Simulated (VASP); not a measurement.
# CdTe4 in VASP: notebook, part 2 of 2

VASP 6.6.1. The steps go on from the part before.

### Step 4. Relaxation of cell and atoms, PBE

INCAR reads:

```
SYSTEM = CdTe4
ALGO = Normal
EDIFF = 1E-6
EDIFFG = -0.01
ENCUT = 600
GGA = PE
IBRION = 2
ISIF = 3
ISMEAR = 0
LASPH = .True.
LCHARG = .False.
LREAL = .False.
LWAVE = .False.
NELM = 100
NSW = 100
PREC = Accurate
SIGMA = 0.1
```

KPOINTS reads:

```
k-points
0
Gamma
  8 8 8
  0 0 0
```

POSCAR reads:

```
CdTe4
1.0
   -3.4786620872      3.4786620872      3.4786620872
    3.4786620872     -3.4786620872      3.4786620872
    3.4786620872      3.4786620872     -3.4786620872
Cd Te
1 4
Direct
    0.0000000000      0.0000000000      0.0000000000
    0.5000000000      0.5000000000      0.5000000000
    0.5000000000      0.0000000000      0.0000000000
    0.0000000000      0.0000000000      0.5000000000
    0.0000000000      0.5000000000      0.0000000000
```

Potentials or basis: VASP PAW PBE potentials, release 64 (Cd, Te).

Started as:

```
cat potpaw_PBE.64/Cd/POTCAR potpaw_PBE.64/Te/POTCAR > POTCAR
mpirun -np 1 vasp_std > vasp.out
```

OUTCAR:

```text
SYSTEM = CdTe4
   EDIFF = 1E-6
   EDIFFG = -0.01
   ENCUT = 600
   GGA = PE
   IBRION = 2
   ISIF = 3
   ISMEAR = 0
   LASPH = .True.
   LREAL = .False.
   NELM = 100
   NSW = 100
   PREC = Accurate

 ion  position               nearest neighbor table
   1  0.000  0.000  0.000-   2 3.01   3 3.01   4 3.01   5 3.01   4 3.01   5 3.01   3 3.01   2 3.01

   2  0.500  0.500  0.500-   1 3.01   1 3.01   4 3.48   5 3.48   3 3.48   5 3.48   4 3.48   3 3.48

   3  0.500  0.000  0.000-   1 3.01   1 3.01   4 3.48   5 3.48   2 3.48   2 3.48   4 3.48   5 3.48

   4  0.000  0.000  0.500-   1 3.01   1 3.01   3 3.48   5 3.48   2 3.48   5 3.48   3 3.48   2 3.48

   5  0.000  0.500  0.000-   1 3.01   1 3.01   3 3.48   4 3.48   2 3.48   4 3.48   2 3.48   3 3.48

  LATTYP: Found a body centered cubic cell.
 ALAT       =     6.9573241744

  Lattice vectors:

 A1 = (  -3.4786620872,   3.4786620872,   3.4786620872)
 A2 = (   3.4786620872,  -3.4786620872,   3.4786620872)
 A3 = (   3.4786620872,   3.4786620872,  -3.4786620872)

Analysis of symmetry for initial positions (statically):
[... 182 lines left out ...]
 val. band max:        4.7015659889   @ k =   0.3750   0.1250   0.1250
 cond. band min:       4.7562104165   @ k =   0.3750   0.0000   0.0000
 fundamental gap:      0.0546444276
 Fermi energy:         4.7111158129

 k-point     1 :       0.0000    0.0000    0.0000
  band No.  band energies     occupation
      1      -7.9556      2.00000
      2      -5.9771      2.00000
      3      -5.9771      2.00000
      4      -5.9771      2.00000
      5      -4.1797      2.00000
      6      -4.1797      2.00000
[... 589 lines left out ...]
     21       6.1804      0.00000
     22       6.2645      0.00000

 [... further k-points ...]

------------------------ aborting loop because EDIFF is reached ----------------------------------------

  FORCE on cell =-STRESS in cart. coord.  units (eV):
  Direction    XX          YY          ZZ          XY          YZ          ZX
  --------------------------------------------------------------------------------------
  -------------------------------------------------------------------------------------
  Total        0.0419471      0.0419471      0.0419471     -0.0000000      0.0000000      0.0000000
  in kB        0.3991313      0.3991313      0.3991313     -0.0000000      0.0000000      0.0000000
  external PRESSURE =       0.3991313 kB  Pullay stress =       0.0000000 kB

 VOLUME and BASIS-vectors are now :
 -----------------------------------------------------------------------------
  energy-cutoff  :      600.00
  volume of cell :      168.38
      direct lattice vectors                 reciprocal lattice vectors
    -3.478662087  3.478662087  3.478662087     0.000000000  0.143733420  0.143733420
     3.478662087 -3.478662087  3.478662087     0.143733420  0.000000000  0.143733420
     3.478662087  3.478662087 -3.478662087     0.143733420  0.143733420  0.000000000

 POSITION                                       TOTAL-FORCE (eV/Angst)
 -----------------------------------------------------------------------------------
      0.00000      0.00000      0.00000        -0.000000      0.000000     -0.000000
      1.73933      1.73933      1.73933        -0.000000      0.000000     -0.000000
     -1.73933      1.73933      1.73933         0.000000      0.000000      0.000000
      1.73933      1.73933     -1.73933         0.000000     -0.000000      0.000000
      1.73933     -1.73933      1.73933         0.000000     -0.000000     -0.000000
 -----------------------------------------------------------------------------------
    total drift:                                0.000000      0.000000     -0.000000

  FREE ENERGIE OF THE ION-ELECTRON SYSTEM (eV)
  ---------------------------------------------------
  free  energy   TOTEN  =       -12.1991012427 eV

  energy  without entropy=      -12.1789511941  energy(sigma->0) =      -12.18902622

 reached required accuracy - stopping structural energy minimisation
```

CONTCAR:

```text
CdTe4
   1.00000000000000
    -3.4786620872000000    3.4786620872000000    3.4786620872000000
     3.4786620872000000   -3.4786620872000000    3.4786620872000000
     3.4786620872000000    3.4786620872000000   -3.4786620872000000
  Cd              Te
     1     4
Direct
     0.0000000000000000    0.0000000000000000    0.0000000000000000
     0.5000000000000000    0.5000000000000000    0.5000000000000000
     0.5000000000000000    0.0000000000000000    0.0000000000000000
     0.0000000000000000    0.0000000000000000    0.5000000000000000
     0.0000000000000000    0.5000000000000000    0.0000000000000000

  0.00000000E+00  0.00000000E+00  0.00000000E+00
  0.00000000E+00  0.00000000E+00  0.00000000E+00
  0.00000000E+00  0.00000000E+00  0.00000000E+00
  0.00000000E+00  0.00000000E+00  0.00000000E+00
  0.00000000E+00  0.00000000E+00  0.00000000E+00
```

It took 67 s on 1 thread of AMD EPYC 9R45 (Zen 5), shared host; peak memory 0.36 GiB.

What came out:

* Free energy: -12.1991 eV
* Pressure after relaxing: 0.0 GPa
* Band gap on the k mesh: zero (bands 18 and 19 overlap by 2.89 eV)

Final structure:
```cif
data_structure
_symmetry_space_group_name_H-M 'P 1'
_symmetry_Int_Tables_number 1
_cell_length_a 6.0252
_cell_length_b 6.0252
_cell_length_c 6.0252
_cell_angle_alpha 109.471
_cell_angle_beta 109.471
_cell_angle_gamma 109.471
_cell_volume 168.38
loop_
_atom_site_label
_atom_site_type_symbol
_atom_site_fract_x
_atom_site_fract_y
_atom_site_fract_z
_atom_site_occupancy
Cd1 Cd 0.00000 0.00000 0.00000 1
Te1 Te 0.50000 0.50000 0.50000 1
Te2 Te 0.50000 0.00000 0.00000 1
Te3 Te 0.00000 0.00000 0.50000 1
Te4 Te 0.00000 0.50000 0.00000 1
```

Caveat: the relaxation stopped at its first step, so nothing moved; spin-orbit coupling is left out, which moves the levels of the heavy elements.

### Step 5. Summary

```csv
task,cell,k mesh,cutoff (eV),gap on the mesh (eV),pressure (GPa)
single point,"as given, atomic positions A",4 × 4 × 4,520,none,0.1
single point,"as given, atomic positions B",8 × 8 × 8,520,none,0.1
relaxation of cell and atoms,"relaxed, atomic positions B",8 × 8 × 8,600,none,0.0
```

Alike in all rows: level PBE; potentials or basis VASP PAW PBE potentials, release 64 (Cd, Te); no spin polarisation; smearing gaussian 0.1 eV.

Caveats: spin-orbit coupling is left out, which moves the levels of the heavy elements; the relaxation stopped at its first step, so nothing moved (at least some runs).

Absolute energies hang on the potentials; compare differences alone.
